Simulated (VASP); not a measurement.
A run of VASP 6.6.1 is set up as follows.

Contents of INCAR:

```
SYSTEM = NiCl3
ALGO = Normal
EDIFF = 1E-6
ENCUT = 520
GGA = PS
ISIF = 2
ISMEAR = 0
ISPIN = 2
LASPH = .True.
LCHARG = .True.
LELF = .True.
LMAXMIX = 4
LORBIT = 11
LREAL = .False.
LVHAR = .True.
LWAVE = .False.
MAGMOM = 0.16 0 0 0
NBANDS = 28
NELM = 150
PREC = Accurate
SIGMA = 0.05
```

Contents of KPOINTS:

```
k-points
0
Gamma
  6 6 6
  0 0 0
```

Contents of POSCAR:

```
NiCl3
1.0
    4.5101677161      0.0000000000      0.0000000000
    0.0000000000      4.5101677161      0.0000000000
    0.0000000000      0.0000000000      4.5101677161
Ni Cl
1 3
Direct
    0.0000000000      0.0000000000      0.0000000000
    0.5000000000      0.0000000000      0.0000000000
    0.0000000000      0.0000000000      0.5000000000
    0.0000000000      0.5000000000      0.0000000000
```

Potentials or basis: VASP PAW PBE potentials, release 64 (Ni, Cl).

Run with:

```bash
$ cat potpaw_PBE.64/Ni/POTCAR potpaw_PBE.64/Cl/POTCAR > POTCAR
$ mpirun -np 1 vasp_std > vasp.out
```

What does it give for the pressure?

0.1 GPa.

Estimate the net moment.

-0.02 μB per cell.

Caveat: the PAW data sets were made with another functional, which shifts forces and pressure a little.
